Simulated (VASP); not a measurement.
# AlN (Cm) in VASP: further runs

The runs below take AlN through single point, with PBE.

Program: VASP 6.6.1. These are calculated values, not measurements. Logs are shortened: lines on timing, memory, paths and dates and some standing lists are left out, and cuts for length are marked.

### Step 1. The cell of the first run

It takes space group Cm (No. 8, monoclinic). Conventional cell: a = 11.407 Å, b = 3.130 Å, c = 5.422 Å, α = 90.00°, β = 118.38°, γ = 90.00°. Al (site symmetry m) has 4 N at 2.03 to 2.18 Å within 2.7 Å. Within 2.2 Å of Al (site symmetry m) lie 4 N at 1.63 to 1.80 Å. Al (site symmetry m) has 4 N at 1.87 to 1.95 Å within 2.5 Å. Al (site symmetry m) has 4 N at 1.86 to 1.95 Å within 2.5 Å. Within 2.5 Å of N (site symmetry m) lie 4 Al at 1.86 to 2.05 Å. Within 2.4 Å of N (site symmetry m) lie 4 Al at 1.78 to 1.95 Å. N (site symmetry m) has 4 Al at 1.80 to 2.18 Å within 2.4 Å. N (site symmetry m) has 4 Al at 1.63 to 2.03 Å within 2.2 Å.

### Step 2. Single point, PBE (atoms displaced along a vibrational mode)

INCAR

```
PREC = Accurate
ENCUT = 520
EDIFF = 1E-6
ISMEAR = 0
SIGMA = 0.05
LREAL = F
LASPH = T
NELM = 100
ALGO = Normal
ISIF = 2
LWAVE = F
LCHARG = T
GGA = PE
LELF = T
LVHAR = T
NBANDS = 26
```

KPOINTS

```
regular mesh
0
Gamma
  8 8 8
```

POSCAR

```
AlN
1.0
   -3.1302395627      0.0000000000      0.0000000000
    0.0000000000      5.4217339625      0.0000000000
    1.5651197814     -2.7108669813     -5.0179796546
Al N
4 4
Direct
    0.9995324668      0.3283016338      0.9990649337
    0.4987388157      0.8366363154      0.9974776313
    0.2504327517      0.9170283763      0.5008655035
    0.7478385308      0.4145762395      0.4956770615
    0.7949152317      0.1295777599      0.5898304634
    0.3218134858      0.6538176243      0.6436269716
    0.0583643588      0.7734472704      0.1167287175
    0.5583643588      0.1766147804      0.1167287175
```

Potentials or basis: VASP PAW PBE potentials, release 64 (Al, N).

Launch:

```bash
cat potpaw_PBE.64/Al/POTCAR potpaw_PBE.64/N/POTCAR > POTCAR
mpirun -np 1 vasp_std > vasp.out
```

OUTCAR:

```text
PREC = Accurate
   ENCUT = 520
   EDIFF = 1E-6
   ISMEAR = 0
   LREAL = F
   LASPH = T
   NELM = 100
   ISIF = 2
   GGA = PE

 ion  position               nearest neighbor table
   1  1.000  0.328  0.999-   8 2.03   8 2.03   5 2.05   7 2.18   4 3.07   4 3.07   3 3.08   3 3.08
                             2 3.09   2 3.09   3 3.11   4 3.12   2 3.17   2 3.17
   2  0.499  0.837  0.997-   8 1.63   6 1.78   7 1.80   7 1.80   3 3.06   4 3.07   1 3.09   1 3.09
                             4 3.11   4 3.11   3 3.11   3 3.11   1 3.17   1 3.17
   3  0.250  0.917  0.501-   5 1.87   5 1.87   7 1.95   6 1.95   2 3.06   1 3.08   1 3.08   2 3.11
                             2 3.11   1 3.11   4 3.13   4 3.13   4 3.13   4 3.13
   4  0.748  0.415  0.496-   5 1.86   8 1.92   6 1.95   6 1.95   2 3.07   1 3.07   1 3.07   2 3.11
                             2 3.11   1 3.12   3 3.13   3 3.13   3 3.13   3 3.13
   5  0.795  0.130  0.590-   4 1.86   3 1.87   3 1.87   1 2.05
   6  0.322  0.654  0.644-   2 1.78   4 1.95   4 1.95   3 1.95
   7  0.058  0.773  0.117-   2 1.80   2 1.80   3 1.95   1 2.18
   8  0.558  0.177  0.117-   2 1.63   4 1.92   1 2.03   1 2.03

  LATTYP: Found a body centered orthorhombic cell.
 ALAT       =     3.1302395627
 B/A-ratio  =     1.7320508076
 C/A-ratio  =     3.2061313865

  Lattice vectors:

 A1 = (  -1.5651197814,   2.7108669813,   5.0179796546)
 A2 = (   1.5651197813,  -2.7108669812,   5.0179796546)
 A3 = (   1.5651197814,   2.7108669812,  -5.0179796546)

Analysis of symmetry for initial positions (statically):
=====================================================================
 Subroutine PRICEL returns:
 Original cell was already a primitive cell.

 Routine SETGRP: Setting up the symmetry group for a
 body centered orthorhombic supercell.

 Subroutine GETGRP returns: Found  2 space group operations
 (whereof  2 operations were pure point group operations)
 out of a pool of  8 trial point group operations.

The static configuration has the point symmetry C_1h.

Analysis of symmetry for dynamics (positions and initial velocities):
=====================================================================
 Subroutine PRICEL returns:
 Original cell was already a primitive cell.

 Routine SETGRP: Setting up the symmetry group for a
 body centered orthorhombic supercell.

 Subroutine GETGRP returns: Found  2 space group operations
 (whereof  2 operations were pure point group operations)
 out of a pool of  8 trial point group operations.

The dynamic configuration has the point symmetry C_1h.

 Subroutine INISYM returns: Found  2 space group operations
 (whereof  2 operations are pure point group operations),
 and found     1 'primitive' translations

----------------------------------------------------------------------------------------

                                     Primitive cell

  volume of cell :      85.1618

  direct lattice vectors                    reciprocal lattice vectors
    -3.130239563  0.000000000  0.000000000    -0.319464367  0.000000000 -0.099641695
     0.000000000  5.421733963  0.000000000     0.000000000  0.184442838 -0.099641695
     1.565119781 -2.710866981 -5.017979655     0.000000000  0.000000000 -0.199283391

  length of vectors
     3.130239563  5.421733963  5.914264074     0.334643017  0.209636896  0.199283391

  position of ions in fractional coordinates (direct lattice)
     0.999532467  0.328301634  0.999064934
     0.498738816  0.836636315  0.997477631
     0.250432752  0.917028376  0.500865504
     0.747838531  0.414576240  0.495677061
     0.794915232  0.129577760  0.589830463
     0.321813486  0.653817624  0.643626972
     0.058364359  0.773447270  0.116728718
     0.558364359  0.176614780  0.116728718

  ion indices of the primitive-cell ions
   primitive index   ion index
                 1           1
                 2           2
                 3           3
                 4           4
                 5           5
                 6           6
                 7           7
                 8           8

----------------------------------------------------------------------------------------

 KPOINTS: regular mesh

Automatic generation of k-mesh.
 Grid dimensions read from file:
 generate k-points for:    8    8    8

 Generating k-lattice:

  Cartesian coordinates                     Fractional coordinates (reciprocal lattice)
    -0.039933046  0.000000000 -0.012455212     0.125000000  0.000000000  0.000000000
     0.000000000  0.023055355 -0.012455212     0.000000000  0.125000000  0.000000000
     0.000000000  0.000000000 -0.024910424     0.000000000  0.000000000  0.125000000

  Length of vectors
     0.041830377  0.026204612  0.024910424

  Shift w.r.t. Gamma in fractional coordinates (k-lattice)
     0.000000000  0.000000000  0.000000000

 Subroutine IBZKPT returns following result:
 ===========================================

 Found    150 irreducible k-points:

 Following reciprocal coordinates:
            Coordinates               Weight
  0.000000  0.000000  0.000000      1.000000
  0.125000  0.000000 -0.000000      4.000000
  0.250000  0.000000 -0.000000      4.000000
  0.375000  0.000000  0.000000      4.000000
  0.500000  0.000000 -0.000000      2.000000
  0.000000  0.125000 -0.000000      2.000000
[... 16 lines left out ...]
  0.125000  0.250000 -0.000000      4.000000
 -0.125000  0.250000 -0.250000      4.000000
 [... further k-points ...]
   k-points           NKPTS =    150   k-points in BZ     NKDIM =    150   number of bands    NBANDS=     26
   number of dos      NEDOS =    301   number of ions     NIONS =      8
   total plane-waves  NPLWV =  46080
   dimension x,y,z NGX =    24 NGY =   40 NGZ =   48
   dimension x,y,z NGXF=    48 NGYF=   80 NGZF=   96
   ions per type =               4   4
   NGX,Y,Z   is equivalent  to a cutoff of  12.75, 12.27, 13.49 a.u.
   NGXF,Y,Z  is equivalent  to a cutoff of  25.49, 24.53, 26.98 a.u.
 SYSTEM =  unknown system
   PREC   = accura    normal or accurate (medium, high low for compatibility)
   ISTART =      0    job   : 0-new  1-cont  2-samecut
   ICHARG =      2    charge: 1-file 2-atom 10-const
   ISPIN  =      1    spin polarized calculation?
   LNONCOLLINEAR =      F non collinear calculations
   LSORBIT =      F    spin-orbit coupling
   LASPH  =      T    aspherical Exc in radial PAW
   ENCUT  =  520.0 eV  38.22 Ry    6.18 a.u.   5.82 10.08 11.00*2*pi/ulx,y,z
   NELM   =    100;   NELMIN=  2; NELMDL= -5     # of ELM steps
   EDIFF  = 0.1E-05   stopping-criterion for ELM
   LREAL  =      F    real-space projection
   EDIFFG = 0.1E-04   stopping-criterion for IOM
   NSW    =      0    number of steps for IOM
   IBRION =     -1    ionic relax: 0-MD 1-quasi-New 2-CG
   NFREE  =      0    steps in history (QN), initial steepest desc. (CG)
   ISIF   =      2    stress and relaxation
   ISYM   =      2    0-nonsym 1-usesym 2-fastsym
   POTIM  = 0.5000    time-step for ionic-motion
   TEBEG  =    0.0;   TEEND  =   0.0 temperature during run
   PSTRESS=    0.0 pullay stress
   NELECT =      32.0000    total number of electrons
   NUPDOWN=      -1.0000    fix difference up-down
   EMIN   =  10.00;   EMAX   =-10.00  energy-range for DOS
   EFERMI =   0.00;   METHOD = LEGACY
   ISMEAR =     0;   SIGMA  =   0.05  broadening in eV -4-tet -1-fermi 0-gaus
   EFERMI_NEDOS =   21; number of points for ismear=-14 and -15
   IALGO  =     38    algorithm
   IMIX   =      4    mixing-type and parameters
     AMIX     =   0.40;   BMIX     =  1.00
     AMIX_MAG =   1.60;   BMIX_MAG =  1.00
  volume/ion in A,a.u.               =      10.65        71.84
  Fermi-wavevector in a.u.,A,eV,Ry     =   1.181345  2.232418 18.987951  1.395575
  Thomas-Fermi vector in A             =   2.317620
   LORBIT       =      0    0 simple, 1 ext, 2 COOP (PROOUT), +10 PAW based schemes
   GGA     = PE    functional components
   LHFCALC =     F    Hartree Fock is set to
   AEXX    =    0.0000 exact exchange contribution
   IVDW    =     0    specifies the selected vdW correction
   LEPSILON=     F    determine dielectric tensor
   LRPA    =     F    only Hartree local field effects (RPA)
 non-spin polarized calculation
 Gauss-broadening in eV      SIGMA  =   0.05
  energy-cutoff  :      520.00
  volume of cell :       85.16
 maximum number of plane-waves:      2322
   NGX = 11   NGY = 21   NGZ = 21

 number of electron      32.0000001 magnetization

 Free energy of the ion-electron system (eV)
  ---------------------------------------------------
  ext. energy  EPLUGINS =         0.00000000
  ---------------------------------------------------
  free energy    TOTEN  =       -57.16143567 eV

  energy without entropy =      -57.16143567  energy(sigma->0) =      -57.16143567

 E-fermi :   6.2688     XC(G=0): -10.8359

 val. band max:        6.0733769383   @ k =   0.0000   0.0000   0.0000
 cond. band min:       9.5032937931   @ k =   0.0000   0.0000   0.0000
 fundamental gap:      3.4299168548
 Fermi energy:         6.2688146166

 k-point     1 :       0.0000    0.0000    0.0000
  band No.  band energies     occupation
      1      -9.1833      2.00000
      2      -7.1294      2.00000
      3      -6.8582      2.00000
      4      -6.5271      2.00000
      5      -0.0142      2.00000
      6       0.4049      2.00000
[... 18 lines left out ...]
     25      16.4637      0.00000
     26      18.0952      0.00000

 k-point     2 :       0.1250    0.0000   -0.0000
  band No.  band energies     occupation
      1      -9.0237      2.00000
      2      -7.0749      2.00000
      3      -6.8180      2.00000
      4      -6.4691      2.00000
      5       0.1923      2.00000
      6       0.5225      2.00000
[... 18 lines left out ...]
     25      16.5578      0.00000
[... 608 lines left out ...]
     25      16.2697      0.00000
     26      16.9660      0.00000

 k-point    24 :      -0.1250    0.2500   -0.2500
  band No.  band energies     occupation
      1      -8.7538      2.00000
      2      -7.3643      2.00000
      3      -7.0250      2.00000
      4      -6.5020      2.00000
      5       0.6108      2.00000
      6       0.9540      2.00000
[... 18 lines left out ...]
     25      16.7317      0.00000
     26      16.8893      0.00000

 [... further k-points ...]

------------------------ aborting loop because EDIFF is reached ----------------------------------------

  FORCE on cell =-STRESS in cart. coord.  units (eV):
  Direction    XX          YY          ZZ          XY          YZ          ZX
  --------------------------------------------------------------------------------------
  -------------------------------------------------------------------------------------
  Total        2.8649781      5.9446444      3.1613257      0.0000000     -2.6811680     -0.0000000
  in kB       53.8998067    111.8386161     59.4750954      0.0000000    -50.4417262     -0.0000000
  external PRESSURE =      75.0711727 kB  Pullay stress =       0.0000000 kB

 VOLUME and BASIS-vectors are now :
 -----------------------------------------------------------------------------
  energy-cutoff  :      520.00
  volume of cell :       85.16
      direct lattice vectors                 reciprocal lattice vectors
    -3.130239563  0.000000000  0.000000000    -0.319464367  0.000000000 -0.099641695
     0.000000000  5.421733963  0.000000000     0.000000000  0.184442838 -0.099641695
     1.565119781 -2.710866981 -5.017979655     0.000000000  0.000000000 -0.199283391

 POSITION                                       TOTAL-FORCE (eV/Angst)
 -----------------------------------------------------------------------------------
     -1.56512     -0.92837     -5.01329        -0.000000     -0.079066      0.443935
     -0.00000      1.83199     -5.00532        -0.000000     -4.356668      0.761805
      0.00000      3.61410     -2.51333        -0.000000      0.030352      0.661285
     -1.56512      0.90401     -2.48730         0.000000      0.018081     -0.533828
     -1.56512     -0.89642     -2.95976         0.000000     -0.309511     -2.889049
      0.00000      1.80004     -3.22971        -0.000000      0.045398      4.224738
     -0.00000      3.87699     -0.58574         0.000000     -5.178394     -0.875248
     -1.56512      0.64112     -0.58574         0.000000      9.829809     -1.793638
 -----------------------------------------------------------------------------------
    total drift:                                0.000000      0.000560      0.001069

  FREE ENERGIE OF THE ION-ELECTRON SYSTEM (eV)
  ---------------------------------------------------
  free  energy   TOTEN  =       -57.1614356674 eV

  energy  without entropy=      -57.1614356674  energy(sigma->0) =      -57.16143567
```

Wall time 2.1 min (1 thread of AMD EPYC 9R45 (Zen 5), shared host); peak memory 0.34 GiB.

What came out:

* Free energy: -57.1614 eV
* Pressure: 7.5 GPa
* Largest force: 9.992 eV/Å
* Band gap on the k mesh: 3.43 eV

Forces on the atoms (eV/Å):
```
Al   0.000 -0.079  0.444
Al   0.000 -4.357  0.762
Al   0.000  0.030  0.661
Al   0.000  0.018 -0.534
N    0.000 -0.310 -2.889
N    0.000  0.045  4.225
N    0.000 -5.178 -0.875
N    0.000  9.830 -1.794
```

Stress tensor (GPa, compression positive):
```
 5.39  0.00  0.00
 0.00 11.18 -5.04
 0.00 -5.04  5.95
```

Caveat: the cell differs from its parent crystal (atoms displaced along a vibrational mode); the stress differs along the axes, from 5 to 11 GPa; forces of over 1 eV/Å act on the atoms, so gaps and moduli don't describe the material at rest.

[end of part 1 of 2]
